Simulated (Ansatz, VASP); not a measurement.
HfF5: VASP beside Ansatz

INCAR

```
ALGO = Normal ; EDIFF = 1E-6
EDIFFG = -0.04 ; ENCUT = 600
GGA = PE ; IBRION = 2
ISIF = 3 ; ISMEAR = 0
LASPH = T ; LCHARG = F
LREAL = F ; LWAVE = F
NELM = 100 ; NSW = 90
PREC = Accurate ; SIGMA = 0.1
```

File KPOINTS:

```
k-points
0
Gamma
  4 4 4
```

File POSCAR:

```
HfF5
1.0
    3.7725858800      0.0000000000      0.0000000000
    0.0000000000      4.0567594200      0.0000000000
    0.0000000000      0.0000000000      5.0425377200
Hf F
1 5
Direct
    0.0000000000      0.5000000000      0.5000000000
    0.0000000000      0.5000000000      0.1097007900
    0.0000000000      0.5000000000      0.8902992100
    0.5000000000      0.5000000000      0.5000000000
    0.0000000000      0.0000000000      0.1821982400
    0.0000000000      0.0000000000      0.8178017600
```

Input for Ansatz:

```yaml
crystal:
  lattice:
    - [3.77258588, 0.0, 0.0]
    - [0.0, 4.05675942, 0.0]
    - [0.0, 0.0, 5.04253772]
  atoms:
    - { symbol: Hf, position: [0.0, 0.5, 0.5] }
    - { symbol: F, position: [0.0, 0.5, 0.10970079] }
    - { symbol: F, position: [0.0, 0.5, 0.89029921] }
    - { symbol: F, position: [0.5, 0.5, 0.5] }
    - { symbol: F, position: [0.0, 0.0, 0.18219824] }
    - { symbol: F, position: [0.0, 0.0, 0.81780176] }
basis:
  ecutwfc: 420
kpoints:
  mp_grid: { grid: [4, 4, 4] }
hamiltonian:
  xc: pbe
scf:
  occupations: { method: gaussian, width: 0.1 }
  lower_state_search: "off"
output:
  forces: true
  stress: true
  eigenvalues: true
relax:
  adjacent_minimum: "off"
  f_tol: 0.04
  max_steps: 70
  cell: { stress_tol: 0.4 }
```

Alike in both runs: task relaxation of cell and atoms; functional PBE; k mesh 4 × 4 × 4; occupations gaussian, width 0.1 eV; no spin polarisation.

```csv
,VASP,Ansatz
version,VASP 6.6.1,Ansatz 0.2.0
potentials or method,"VASP PAW PBE potentials, release 64 (Hf_pv, F), cutoff 600 eV","scalar-relativistic, plane waves, PAW"
valence electrons in the cell,45,61
```

```tsv
	VASP	Ansatz	Ansatz less VASP
gap on the k mesh at the Fermi level, each at its own relaxed structure (eV)	none	none	-
relaxed volume (Å³/atom)	17.08	19.27	+2.190
relaxed length of the cell vector where the two differ most in proportion (Å)	6.309	7.017	+0.7080
```

A gap of «none» marks a metal or a gap that the smearing closes. One of these differences is far larger than is usual between the two programs; its cause wasn't traced. VASP's potentials hold 45 valence electrons a cell and Ansatz's 61, so a difference there can come from the potentials and not from the codes.

The k mesh is coarse, so the values compare programs but aren't converged. Neither program's run includes spin-orbit coupling. Noted on VASP's run: the standard files for N, O and F lose accuracy on very short bonds; the volume moved by over 15 % at a fixed basis, so the end points are rough.
